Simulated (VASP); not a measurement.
Input of a VASP 6.6.1 run:

File INCAR:

```
PREC     = Accurate       # precision mode
ENCUT    = 600            # plane-wave cutoff, eV
EDIFF    = 1E-6           # SCF threshold, eV
ISMEAR   = 0              # smearing method
SIGMA    = 0.01           # smearing width, eV
LREAL    = F              # projectors in reciprocal space
LASPH    = T              # aspherical terms in the spheres
NELM     = 120            # most SCF steps
ALGO     = Normal         # electronic algorithm
ISIF     = 2              # what is computed and relaxed
LWAVE    = F              # write WAVECAR
LCHARG   = F              # write CHGCAR
GGA      = PS             # functional
NBANDS   = 25             # bands
GGA_COMPAT= F
```

Contents of KPOINTS:

```
regular mesh
0
Gamma
  6 6 4
```

Contents of POSCAR:

```
CdH2O2
1.0
    3.5155259600      0.0000000000      0.0000000000
   -1.7577629800      3.0445347900      0.0000000000
    0.0000000000      0.0000000000      4.6429792900
Cd H O
1 2 2
Direct
    0.0000000000      0.0000000000      0.0000000000
    0.6666666667      0.3333333333      0.5509607200
    0.3333333333      0.6666666667      0.4490392800
    0.6666666667      0.3333333333      0.7593720000
    0.3333333333      0.6666666667      0.2406280000
```

Potentials or basis: VASP PAW PBE potentials, release 64 (Cd_sv_GW, H, O).

The run is started by

```console
$ cat potpaw_PBE.64/Cd_sv_GW/POTCAR potpaw_PBE.64/H/POTCAR potpaw_PBE.64/O/POTCAR > POTCAR
$ mpirun -np 1 vasp_std > vasp.out
```

Problem. Predict the largest force.

Solution. 0.776 eV/Å.

Problem. Predict the band gap on the k mesh.

Solution. 1.61 eV (least direct gap 1.96 eV).

Problem. Estimate the pressure.

Solution. -0.9 GPa.

Forces in eV/Å, atoms in the order of the input:
```
Cd   0.000  0.000  0.000
H    0.000  0.000 -0.618
H    0.000  0.000  0.618
O    0.000  0.000  0.776
O    0.000  0.000 -0.776
```

Caveat: the PAW data sets were made with another functional, which shifts forces and pressure a little. A k mesh can miss the band edges.
